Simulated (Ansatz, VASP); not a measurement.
# One calculation of NaH, two programs

The input POSCAR:

```
NaH
1.0
    0.0000000000      2.4214874114      2.4214874114
    2.4214874114      0.0000000000      2.4214874114
    2.4214874114      2.4214874114      0.0000000000
Na H
1 1
Direct
    0.0000000000      0.0000000000      0.0000000000
    0.5000000000      0.5000000000      0.5000000000
```

The input INCAR.step1:

```
PREC = Accurate ; ENCUT = 520
EDIFF = 1E-5 ; ISMEAR = 0
SIGMA = 0.01 ; LREAL = False
LASPH = True ; NELM = 80
ALGO = Normal ; ISIF = 2
LWAVE = True ; LCHARG = False
GGA = PE ; NBANDS = 11
```

INCAR.step2

```
PREC = Accurate ; ENCUT = 520
EDIFF = 1E-6 ; ISMEAR = 0
SIGMA = 0.01 ; LREAL = False
LASPH = True ; NELM = 80
ALGO = Normal ; ISIF = 2
LWAVE = False ; LCHARG = False
GGA = PE ; LHFCALC = True
HFSCREEN = 0.2079 ; PRECFOCK = Normal
ISTART = 1 ; NBANDS = 11
```

Contents of KPOINTS:

```
regular mesh
0
Gamma
  6 6 6
```

Input for Ansatz:

```yaml
crystal:
  lattice:
    - [0.0, 2.4214874114, 2.4214874114]
    - [2.4214874114, 0.0, 2.4214874114]
    - [2.4214874114, 2.4214874114, 0.0]
  atoms:
    - { symbol: Na, position: [0.0, 0.0, 0.0] }
    - { symbol: H, position: [0.5, 0.5, 0.5] }
kpoints:
  mp_grid: { grid: [6, 6, 6] }
  band_path:
    path:
      - [0.0, 0.0, 0.0]
      - [0.5, 0.0, 0.5]
      - [0.625, 0.25, 0.625]
      - [0.375, 0.375, 0.75]
      - [0.5, 0.5, 0.5]
      - [0.5, 0.25, 0.75]
      - [0.25, -0.5, -0.25]
      - [0.0, 0.0, 0.5]
    npoints: 1
hamiltonian:
  xc: hse06
scf:
  occupations: { method: fixed }
  n_extra_bands: 4
output:
  forces: true
  stress: true
  eigenvalues: true
  write_density: true
  write_potential: true
  elf: true
  volumetric_format: npy
```

Change from the starting cell: hydrostatic strain +1.0%.

Alike in both runs: task single point; functional HSE06; k mesh 6 × 6 × 6; no spin polarisation.

|  | VASP | Ansatz |
| --- | --- | --- |
| version | VASP 6.6.1 | Ansatz 0.2.0 |
| potentials or method | VASP PAW PBE potentials, release 64 (Na_pv, H) | plane waves, PAW |
| plane-wave cutoff (eV) | 520 | 420 |
| occupations | gaussian, width 0.01 eV | fixed |
| valence electrons in the cell | 8 | 10 |

|  | VASP | Ansatz | Ansatz less VASP |
| --- | --- | --- | --- |
| gap on the k mesh at the Fermi level (eV) | 4.83 | 4.84 | +0.005 |
| pressure (GPa) | -0.5 | -0.5 | 0.00 |

VASP's potentials hold 8 valence electrons a cell and Ansatz's 10, so a difference there can come from the potentials and not from the codes. Ansatz's warnings: stress exchange threshold loose, stress scf threshold loose.
